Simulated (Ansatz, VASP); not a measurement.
# Sn: VASP beside Ansatz

```
Sn
1.0
    -1.99627    1.99627    1.99627
     1.99627   -1.99627    1.99627
     1.99627    1.99627   -1.99627
Sn
1
Direct
  0.00000 0.00000 0.00000
```

Alike in both runs: task single point; functional RPBE; k mesh 13 × 13 × 13; occupations fermi-dirac, width 0.1 eV; no spin polarisation.

```csv
,VASP,Ansatz
version,VASP 6.6.1,Ansatz 0.2.0
potentials or method,"VASP PAW PBE potentials, release 64 (Sn_d), cutoff 520 eV","plane waves (420 eV) with PAW, scalar-relativistic"
valence electrons in the cell,14,14
```

```csv
,VASP,Ansatz,Ansatz less VASP
pressure (GPa),-3.6,-3.6,+0.04
```

VASP's potentials were made for PBE, not for RPBE.
